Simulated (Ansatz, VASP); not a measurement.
**KCl: VASP beside Ansatz**

File POSCAR:

```
KCl
1.0
    0.0000000000      3.6826469720      3.6826469720
    3.6826469720      0.0000000000      3.6826469720
    3.6826469720      3.6826469720      0.0000000000
K Cl
1 1
Direct
    0.0000000000      0.0000000000      0.0000000000
    0.2500000000      0.2500000000      0.2500000000
```

The input INCAR.step1:

```
SYSTEM = KCl
  PREC = Accurate
  ENCUT = 520
  EDIFF = 1E-5
  ISMEAR = 0
  SIGMA = 0.01
  LREAL = .FALSE.
  LASPH = .TRUE.
  NELM = 80
  ALGO = Normal
  ISIF = 2
  LWAVE = .TRUE.
  GGA = PE
  NBANDS = 15
```

The input INCAR.step2:

```
SYSTEM = KCl
  PREC = Accurate
  ENCUT = 520
  EDIFF = 1E-7
  ISMEAR = 0
  SIGMA = 0.01
  LREAL = .FALSE.
  LASPH = .TRUE.
  NELM = 80
  ALGO = Normal
  ISIF = 2
  LWAVE = .FALSE.
  LCHARG = .TRUE.
  GGA = PE
  LHFCALC = .TRUE.
  HFSCREEN = 0.2079
  PRECFOCK = Normal
  LELF = .TRUE.
  LVHAR = .TRUE.
  ISTART = 1
  NBANDS = 15
```

File KPOINTS:

```
Automatic mesh
0
G
  4 4 4
  0 0 0
```

Input for Ansatz:

```yaml
crystal:
  lattice:
    - [0.0, 3.682646972, 3.682646972]
    - [3.682646972, 0.0, 3.682646972]
    - [3.682646972, 3.682646972, 0.0]
  atoms:
    - { symbol: K, position: [0.0, 0.0, 0.0] }
    - { symbol: Cl, position: [0.25, 0.25, 0.25] }
kpoints:
  mp_grid: { grid: [4, 4, 4] }
  band_path:
    path:
      - [0.0, 0.0, 0.0]
      - [-0.5, -0.5, 0.0]
      - [-0.375, -0.375, 0.25]
      - [-0.375, 0.0, 0.375]
      - [0.0, 0.0, 0.5]
      - [-0.5, -0.25, 0.25]
      - [0.0, 0.25, -0.25]
    npoints: 1
hamiltonian:
  xc: hse06
scf:
  occupations: { method: fixed }
  n_extra_bands: 4
output:
  forces: true
  stress: true
  eigenvalues: true
```

Change from the starting cell: hydrostatic strain +5.0%.

Alike in both runs: task single point; functional HSE06; k mesh 4 × 4 × 4; no spin polarisation.

```csv
,VASP,Ansatz
version,VASP 6.6.1,Ansatz 0.2.0
potentials or method,"VASP PAW PBE potentials, release 64 (K_sv, Cl)","plane waves, PAW"
plane-wave cutoff (eV),520,420
occupations,"gaussian, width 0.01 eV",fixed
valence electrons in the cell,16,16
```

```tsv
	VASP	Ansatz	Ansatz less VASP
gap on the k mesh at the Fermi level (eV)	5.70	5.70	+0.002
pressure (GPa)	-1.1	-1.1	0.00
```

Ansatz's warnings: stress exchange threshold loose, stress scf threshold loose.
